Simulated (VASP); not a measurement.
A run of VASP 6.6.1 is set up as follows.

Contents of INCAR:

```
PREC = Accurate
ENCUT = 600
EDIFF = 1E-6
ISMEAR = -1
SIGMA = 0.1
LREAL = F
LASPH = T
NELM = 60
ALGO = Normal
ISIF = 3
LWAVE = F
LCHARG = F
GGA = PE
IBRION = 2
NSW = 60
EDIFFG = -0.005
PSTRESS = 3300.0
```

File KPOINTS:

```
regular mesh
0
Gamma
  19 19 17
```

File POSCAR:

```
Os
1.0
    2.3192713763      0.0000000000      0.0000000000
   -1.1596356882      2.0085479301      0.0000000000
    0.0000000000      0.0000000000      2.1801150937
Os
1
Direct
    0.0000000000      0.0000000000      0.0000000000
```

Potentials or basis: VASP PAW PBE potentials, release 64 (Os).

Command:

```console
$ cat potpaw_PBE.64/Os/POTCAR > POTCAR
$ mpirun -np 1 vasp_std > vasp.out
```

Q: What does it give for the space group after relaxing (to 0.1 Å)?

A: P6/mmm (No. 191).

Q: Predict the relaxed volume.

A: 10.45 Å³/atom.

Q: Estimate the band gap on the k mesh.

A: Zero (bands 4 and 5 overlap by 8.01 eV).

Final structure:
```
Os
1.0
     2.34595    0.00000    0.00000
    -1.17298    2.03166    0.00000
     0.00000    0.00000    2.19204
Os
1
Direct
  0.00000 0.00000 0.00000
```

Caveat: the cell is relaxed towards a set pressure, so the run minimises the enthalpy, not the energy; spin-orbit coupling is left out, which moves the levels of the heavy elements.
